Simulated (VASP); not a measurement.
Wanted: the native input for a VASP 6.6.1 run.

```
Task                   : single point
Functional             : PBE
Potentials or basis    : VASP PAW PBE potentials, release 64 (Mg, Ti_sv, O)
Cutoff                 : 520 eV
k mesh                 : 4 × 4 × 4
Occupations            : gaussian, width 0.2 eV
Spin                   : collinear spin, ferromagnetic start
Starting moments       : [0.0, 0.0, 1.0, 1.0, 1.0, 0.0, 0.0, 0.0] μB
Dipole correction      : no
Further INCAR settings : ALGO = Normal; EDIFF = 1e-06; NBANDS = 43
```

The structure of Mg2Ti3O3 lies in POSCAR:

```
Mg2Ti3O3
1.0
   -2.7428168087      2.7428168087      4.1127229507
    2.7428168087     -2.7428168087      4.1127229507
    2.7428168087      2.7428168087     -4.1127229507
Mg Ti O
2 3 3
Direct
    0.7068685421      0.7068685421      0.0000000000
    0.2931314579      0.2931314579      0.0000000000
    0.7500000000      0.2500000000      0.5000000000
    0.2500000000      0.7500000000      0.5000000000
    0.0000000000      0.0000000000      0.0000000000
    0.5000000000      0.5000000000      0.0000000000
    0.5000000000      0.0000000000      0.5000000000
    0.0000000000      0.5000000000      0.5000000000
```

The input as run:

INCAR

```
SYSTEM = Mg2Ti3O3
PREC = Accurate ; ENCUT = 520
EDIFF = 1E-6 ; ISMEAR = 0
SIGMA = 0.2 ; LREAL = .False.
LASPH = .True. ; NELM = 150
ALGO = Normal ; ISIF = 2
LWAVE = .False. ; LCHARG = .True.
ISPIN = 2 ; MAGMOM = 0 0 1 1 1 0 0 0
LORBIT = 11 ; LMAXMIX = 4
GGA = PE ; LELF = .True.
LVHAR = .True. ; NBANDS = 43
```

KPOINTS

```
regular mesh
0
Gamma
  4 4 4
  0 0 0
```

Potentials or basis: VASP PAW PBE potentials, release 64 (Mg, Ti_sv, O).

Command:

```bash
$ cat potpaw_PBE.64/Mg/POTCAR potpaw_PBE.64/Ti_sv/POTCAR potpaw_PBE.64/O/POTCAR > POTCAR
$ mpirun -np 1 vasp_std > vasp.out
```

Results of the run:

* Pressure: 0.5 GPa
* Largest force: 0.151 eV/Å
* Band gap on the k mesh: zero (filled and empty bands overlap)
* Net moment: 0.00 μB per cell
* Valence electrons inside the program's atomic spheres: Mg 0.60; Ti 10.10, 10.07; O 5.09, 4.90

Caveat: the k points lie up to 0.40 Å⁻¹ apart.

Wall time 5.7 min on 1 thread of Intel Xeon 6975P-C (shared host), peak memory 0.38 GiB.
